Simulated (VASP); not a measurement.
# Ga2S (P6/mmm) in VASP: further runs

Ga2S is run at these levels: PBE; tasks: single point, relaxation of cell and atoms.

All numbers are computed with VASP 6.6.1; they aren't measurements. Logs are shortened: lines on timing, memory, paths and dates and some standing lists are left out, and cuts for length are marked.

### 1 The cell of the first run

Symmetry: P6/mmm, No. 191, hexagonal system. The conventional cell has a = 4.904 Å, b = 4.904 Å, c = 2.696 Å, α = 90.00°, β = 90.00°, γ = 120.00°. Within 3.6 Å of Ga (site symmetry -6m2) lie 5 Ga at 2.70 to 2.83 Å and 3 S at 2.83 Å. S (site symmetry 6/mmm) has 2 S at 2.70 Å and 6 Ga at 2.83 Å within 3.6 Å.

The cell was generated, and may not be a known phase.

### 2 Single point, PBE

Contents of INCAR:

```
SYSTEM = Ga2S
PREC = Accurate
ENCUT = 520
EDIFF = 1E-6
ISMEAR = 0
SIGMA = 0.1
LREAL = .FALSE.
LASPH = .TRUE.
NELM = 100
ALGO = Normal
ISIF = 2
LWAVE = .FALSE.
LCHARG = .FALSE.
GGA = PE
NBANDS = 23
```

Contents of KPOINTS:

```
regular mesh
0
G
  6 6 4
  0 0 0
```

Contents of POSCAR:

```
Ga2S
1.0
    4.9038187403      0.0000000000      0.0000000000
   -2.4519093701      4.2468316046      0.0000000000
    0.0000000000      0.0000000000      2.6955801600
Ga S
2 1
Direct
    0.3333333333      0.6666666667      0.5000000000
    0.6666666667      0.3333333333      0.5000000000
    0.0000000000      0.0000000000      0.5000000000
```

Potentials or basis: VASP PAW PBE potentials, release 64 (Ga_d, S).

On the command line:

```
cat potpaw_PBE.64/Ga_d/POTCAR potpaw_PBE.64/S/POTCAR > POTCAR
mpirun -np 1 vasp_std > vasp.out
```

OUTCAR:

```text
SYSTEM = Ga2S
   PREC = Accurate
   ENCUT = 520
   EDIFF = 1E-6
   ISMEAR = 0
   LREAL = .FALSE.
   LASPH = .TRUE.
   NELM = 100
   ISIF = 2
   GGA = PE

 ion  position               nearest neighbor table
   1  0.333  0.667  0.500-   2 2.83   3 2.83   2 2.83   3 2.83   3 2.83   2 2.83
   2  0.667  0.333  0.500-   1 2.83   3 2.83   1 2.83   3 2.83   3 2.83   1 2.83
   3  0.000  0.000  0.500-   1 2.83   2 2.83   1 2.83   2 2.83   2 2.83   1 2.83

  LATTYP: Found a hexagonal cell.
 ALAT       =     4.9038187403
 C/A-ratio  =     0.5496900075

  Lattice vectors:

 A1 = (   4.9038187403,   0.0000000000,   0.0000000000)
 A2 = (  -2.4519093701,   4.2468316046,   0.0000000000)
 A3 = (   0.0000000000,   0.0000000000,   2.6955801600)

Analysis of symmetry for initial positions (statically):
=====================================================================
 Subroutine PRICEL returns:
 Original cell was already a primitive cell.

 Routine SETGRP: Setting up the symmetry group for a
 hexagonal supercell.

 Subroutine GETGRP returns: Found 24 space group operations
 (whereof 24 operations were pure point group operations)
 out of a pool of 24 trial point group operations.

The static configuration has the point symmetry D_6h.

Analysis of symmetry for dynamics (positions and initial velocities):
=====================================================================
 Subroutine PRICEL returns:
 Original cell was already a primitive cell.

 Routine SETGRP: Setting up the symmetry group for a
 hexagonal supercell.

 Subroutine GETGRP returns: Found 24 space group operations
 (whereof 24 operations were pure point group operations)
 out of a pool of 24 trial point group operations.

The dynamic configuration has the point symmetry D_6h.

 Subroutine INISYM returns: Found 24 space group operations
 (whereof 24 operations are pure point group operations),
 and found     1 'primitive' translations

----------------------------------------------------------------------------------------

                                     Primitive cell

  volume of cell :      56.1373

  direct lattice vectors                    reciprocal lattice vectors
     4.903818740  0.000000000  0.000000000     0.203922709  0.117734831  0.000000000
    -2.451909370  4.246831605  0.000000000     0.000000000  0.235469661  0.000000000
     0.000000000  0.000000000  2.695580160     0.000000000  0.000000000  0.370977653

  length of vectors
     4.903818740  4.903818740  2.695580160     0.235469661  0.235469661  0.370977653

  position of ions in fractional coordinates (direct lattice)
     0.333333333  0.666666667  0.500000000
     0.666666667  0.333333333  0.500000000
     0.000000000  0.000000000  0.500000000

  ion indices of the primitive-cell ions
   primitive index   ion index
                 1           1
                 2           2
                 3           3

----------------------------------------------------------------------------------------

 KPOINTS: regular mesh

Automatic generation of k-mesh.
 Grid dimensions read from file:
 generate k-points for:    6    6    4

 Generating k-lattice:

  Cartesian coordinates                     Fractional coordinates (reciprocal lattice)
     0.033987118  0.019622472  0.000000000     0.166666667  0.000000000  0.000000000
     0.000000000  0.039244944  0.000000000     0.000000000  0.166666667  0.000000000
     0.000000000  0.000000000  0.092744413     0.000000000  0.000000000  0.250000000

  Length of vectors
     0.039244944  0.039244944  0.092744413

  Shift w.r.t. Gamma in fractional coordinates (k-lattice)
     0.000000000  0.000000000  0.000000000

 Subroutine IBZKPT returns following result:
 ===========================================

 Found     21 irreducible k-points:

 Following reciprocal coordinates:
            Coordinates               Weight
  0.000000  0.000000  0.000000      1.000000
  0.166667  0.000000  0.000000      6.000000
  0.333333  0.000000  0.000000      6.000000
  0.500000  0.000000  0.000000      3.000000
  0.166667  0.166667  0.000000      6.000000
  0.333333  0.166667  0.000000     12.000000
[... 13 lines left out ...]
  0.333333  0.166667  0.500000     12.000000
  0.333333  0.333333  0.500000      2.000000
   k-points           NKPTS =     21   k-points in BZ     NKDIM =     21   number of bands    NBANDS=     23
   number of dos      NEDOS =    301   number of ions     NIONS =      3
   total plane-waves  NPLWV =  25920
   dimension x,y,z NGX =    36 NGY =   36 NGZ =   20
   dimension x,y,z NGXF=    72 NGYF=   72 NGZF=   40
   ions per type =               2   1
   NGX,Y,Z   is equivalent  to a cutoff of  12.20, 12.20, 12.33 a.u.
   NGXF,Y,Z  is equivalent  to a cutoff of  24.41, 24.41, 24.67 a.u.
 SYSTEM =  Ga2S
   PREC   = accura    normal or accurate (medium, high low for compatibility)
   ISTART =      0    job   : 0-new  1-cont  2-samecut
   ICHARG =      2    charge: 1-file 2-atom 10-const
   ISPIN  =      1    spin polarized calculation?
   LNONCOLLINEAR =      F non collinear calculations
   LSORBIT =      F    spin-orbit coupling
   LASPH  =      T    aspherical Exc in radial PAW
   ENCUT  =  520.0 eV  38.22 Ry    6.18 a.u.   9.12  9.12  5.01*2*pi/ulx,y,z
   NELM   =    100;   NELMIN=  2; NELMDL= -5     # of ELM steps
   EDIFF  = 0.1E-05   stopping-criterion for ELM
   LREAL  =      F    real-space projection
[... 7 lines left out ...]
   TEBEG  =    0.0;   TEEND  =   0.0 temperature during run
   PSTRESS=    0.0 pullay stress
   NELECT =      32.0000    total number of electrons
   NUPDOWN=      -1.0000    fix difference up-down
   EMIN   =  10.00;   EMAX   =-10.00  energy-range for DOS
   EFERMI =   0.00;   METHOD = LEGACY
   ISMEAR =     0;   SIGMA  =   0.10  broadening in eV -4-tet -1-fermi 0-gaus
   EFERMI_NEDOS =   21; number of points for ismear=-14 and -15
   IALGO  =     38    algorithm
   IMIX   =      4    mixing-type and parameters
     AMIX     =   0.40;   BMIX     =  1.00
     AMIX_MAG =   1.60;   BMIX_MAG =  1.00
  volume/ion in A,a.u.               =      18.71       126.28
  Fermi-wavevector in a.u.,A,eV,Ry     =   1.357399  2.565113 25.069178  1.842533
  Thomas-Fermi vector in A             =   2.484321
   LORBIT       =      0    0 simple, 1 ext, 2 COOP (PROOUT), +10 PAW based schemes
   GGA     = PE    functional components
   LHFCALC =     F    Hartree Fock is set to
   AEXX    =    0.0000 exact exchange contribution
   IVDW    =     0    specifies the selected vdW correction
   LEPSILON=     F    determine dielectric tensor
   LRPA    =     F    only Hartree local field effects (RPA)
 non-spin polarized calculation
 Gauss-broadening in eV      SIGMA  =   0.10
  energy-cutoff  :      520.00
  volume of cell :       56.14
 maximum number of plane-waves:      1530
   NGX = 19   NGY = 19   NGZ = 11

 number of electron      32.0000032 magnetization

 Free energy of the ion-electron system (eV)
  ---------------------------------------------------
  ext. energy  EPLUGINS =         0.00000000
  ---------------------------------------------------
  free energy    TOTEN  =        -9.98785570 eV

  energy without entropy =       -9.98044205  energy(sigma->0) =       -9.98414888

 E-fermi :   5.5473     XC(G=0): -10.7360

 val. band max:        5.5456494657   @ k =   0.3333   0.0000   0.5000
 cond. band min:       5.5709665808   @ k =   0.1667   0.1667   0.5000
 fundamental gap:      0.0253171151
 Fermi energy:         5.5473487658

 k-point     1 :       0.0000    0.0000    0.0000
  band No.  band energies     occupation
      1      -9.6063      2.00000
      2      -9.4528      2.00000
      3      -9.3946      2.00000
      4      -9.3946      2.00000
      5      -9.3369      2.00000
      6      -9.3369      2.00000
[... 15 lines left out ...]
     22      16.4078      0.00000
     23      19.3686      0.00000

 k-point     2 :       0.1667    0.0000    0.0000
  band No.  band energies     occupation
      1      -9.5872      2.00000
      2      -9.4684      2.00000
      3      -9.4243      2.00000
      4      -9.4236      2.00000
      5      -9.3234      2.00000
      6      -9.3011      2.00000
[... 15 lines left out ...]
     22      16.3450      0.00000
     23      18.5040      0.00000

 k-point     3 :       0.3333    0.0000    0.0000
  band No.  band energies     occupation
      1      -9.5515      2.00000
      2      -9.5195      2.00000
      3      -9.4633      2.00000
      4      -9.4558      2.00000
      5      -9.2843      2.00000
      6      -9.2573      2.00000
[... 15 lines left out ...]
     22      16.2947      0.00000
     23      17.1365      0.00000

 k-point     4 :       0.5000    0.0000    0.0000
  band No.  band energies     occupation
      1      -9.5501      2.00000
      2      -9.5307      2.00000
      3      -9.4796      2.00000
      4      -9.4672      2.00000
      5      -9.2645      2.00000
      6      -9.2397      2.00000
[... 15 lines left out ...]
     22      15.5754      0.00000
     23      16.3169      0.00000

 k-point     5 :       0.1667    0.1667    0.0000
  band No.  band energies     occupation
      1      -9.5618      2.00000
      2      -9.5071      2.00000
      3      -9.4854      2.00000
      4      -9.4010      2.00000
      5      -9.3217      2.00000
      6      -9.2541      2.00000
[... 356 lines left out ...]
 k-point    19 :       0.1667    0.1667    0.5000
  band No.  band energies     occupation
      1      -9.4367      2.00000
      2      -9.4244      2.00000
      3      -9.3996      2.00000
      4      -9.3894      2.00000
      5      -9.3193      2.00000
      6      -9.3038      2.00000
[... 15 lines left out ...]
     22      11.3770      0.00000
     23      13.3570      0.00000

 k-point    20 :       0.3333    0.1667    0.5000
  band No.  band energies     occupation
      1      -9.4725      2.00000
      2      -9.4324      2.00000
      3      -9.3919      2.00000
      4      -9.3857      2.00000
      5      -9.3354      2.00000
      6      -9.3128      2.00000
[... 15 lines left out ...]
     22      12.6851      0.00000
     23      13.0752      0.00000

 k-point    21 :       0.3333    0.3333    0.5000
  band No.  band energies     occupation
      1      -9.4928      2.00000
      2      -9.4379      2.00000
      3      -9.3602      2.00000
      4      -9.3602      2.00000
      5      -9.3529      2.00000
      6      -9.3529      2.00000
[... 15 lines left out ...]
     22      12.6306      0.00000
     23      13.0129      0.00000

------------------------ aborting loop because EDIFF is reached ----------------------------------------

  FORCE on cell =-STRESS in cart. coord.  units (eV):
  Direction    XX          YY          ZZ          XY          YZ          ZX
  --------------------------------------------------------------------------------------
  -------------------------------------------------------------------------------------
  Total       -0.0035638     -0.0035638     -0.1083161     -0.0000000     -0.0000000      0.0000000
  in kB       -0.1017109     -0.1017109     -3.0913751     -0.0000000     -0.0000000      0.0000000
  external PRESSURE =      -1.0982657 kB  Pullay stress =       0.0000000 kB

 VOLUME and BASIS-vectors are now :
 -----------------------------------------------------------------------------
  energy-cutoff  :      520.00
  volume of cell :       56.14
      direct lattice vectors                 reciprocal lattice vectors
     4.903818740  0.000000000  0.000000000     0.203922709  0.117734831  0.000000000
    -2.451909370  4.246831605  0.000000000     0.000000000  0.235469661  0.000000000
     0.000000000  0.000000000  2.695580160     0.000000000  0.000000000  0.370977653

 POSITION                                       TOTAL-FORCE (eV/Angst)
 -----------------------------------------------------------------------------------
     -0.00000      2.83122      1.34779         0.000000     -0.000000      0.000000
      2.45191      1.41561      1.34779        -0.000000      0.000000     -0.000000
      0.00000      0.00000      1.34779         0.000000      0.000000     -0.000000
 -----------------------------------------------------------------------------------
    total drift:                                0.000000      0.000000     -0.000000

  FREE ENERGIE OF THE ION-ELECTRON SYSTEM (eV)
  ---------------------------------------------------
  free  energy   TOTEN  =        -9.9878556996 eV

  energy  without entropy=       -9.9804420546  energy(sigma->0) =       -9.98414888
```

Wall time 8.5 s (1 thread of Intel Xeon 6975P-C (Granite Rapids), shared host); peak memory 0.17 GiB.

What came out:

```
Free energy            : -9.9879 eV
Pressure               : -0.1 GPa
Band gap on the k mesh : zero (bands 16 and 17 overlap by 3.51 eV)
```

Levels at points of the mesh, in eV from the Fermi level:
| k point | band 14 | band 15 | band 16 | band 17 | band 18 | band 19 |
| --- | --- | --- | --- | --- | --- | --- |
| (0.00, 0.00, 0.00) | -4.26 | -3.53 | -1.71 | -1.71 | 2.49 | 7.98 |
| (0.50, 0.00, 0.00) | -5.37 | -0.77 | 1.80 | 1.87 | 2.60 | 4.31 |
| (0.00, 0.00, 0.50) | -2.27 | -2.27 | -1.45 | 1.40 | 1.61 | 1.62 |
| (0.50, 0.00, 0.50) | -3.04 | -2.27 | -1.94 | -0.39 | 1.80 | 4.30 |

Caveat: the k points lie up to 0.58 Å⁻¹ apart, too coarse for converged energies and pressures of a metal.

### 3 Single point, PBE

This run uses another cell than the first one.

Contents of INCAR:

```
PREC = Accurate ; ENCUT = 520
EDIFF = 1E-6 ; ISMEAR = 0
SIGMA = 0.1 ; LREAL = F
LASPH = T ; NELM = 60
ALGO = Normal ; ISIF = 2
LWAVE = F ; LCHARG = T
GGA = PE ; LELF = T
LVHAR = T ; NBANDS = 23
```

Contents of KPOINTS:

```
Automatic mesh
0
Gamma
  6 6 4
```

Contents of POSCAR:

```
Ga2S
1.0
    3.5173568800      0.0000000000      0.0000000000
   -1.7586784400      3.0461204200      0.0000000000
    0.0000000000      0.0000000000      6.3452121700
Ga S
2 1
Direct
    0.3333333300      0.6666666700      0.5000000000
    0.6666666700      0.3333333300      0.5000000000
    0.0000000000      0.0000000000      0.5000000000
```

Potentials or basis: VASP PAW PBE potentials, release 64 (Ga_d, S).

On the command line:

```
cat potpaw_PBE.64/Ga_d/POTCAR potpaw_PBE.64/S/POTCAR > POTCAR
mpirun -np 1 vasp_std > vasp.out
```

It took 17 s on 1 thread of Intel Xeon 6975P-C (Granite Rapids), shared host; peak memory 0.19 GiB.

The run converged. Its results:

- Free energy: 4.0359 eV
- Pressure: 94.2 GPa
- Band gap on the k mesh: zero (bands 16 and 17 overlap by 2.05 eV)

Stress tensor (GPa, compression positive):
```
141.36   0.00   0.00
  0.00 141.36   0.00
  0.00   0.00  -0.17
```

Levels at points of the mesh, in eV from the Fermi level:
| k point | band 12 | band 13 | band 14 | band 15 | band 16 | band 17 | band 18 | band 19 | band 20 | band 21 |
| --- | --- | --- | --- | --- | --- | --- | --- | --- | --- | --- |
| (0.00, 0.00, 0.00) | -7.98 | -5.42 | -5.42 | -2.81 | -2.04 | -2.04 | 1.33 | 3.51 | 5.73 | 8.16 |
| (0.50, 0.00, 0.00) | -12.87 | -9.47 | -5.08 | -3.20 | -1.82 | 4.20 | 4.28 | 4.62 | 6.53 | 7.39 |
| (0.00, 0.00, 0.50) | -8.02 | -5.42 | -5.42 | -2.78 | -2.04 | -2.04 | 2.23 | 3.18 | 5.36 | 5.74 |
| (0.50, 0.00, 0.50) | -12.87 | -9.47 | -5.10 | -3.20 | -1.91 | 4.01 | 5.00 | 5.91 | 6.45 | 7.39 |

Caveat: the stress differs along the axes, from -0 to 141 GPa.

[end of part 1 of 2]

The gap in the log of VASP goes by the Fermi energy; the results here count the filled bands.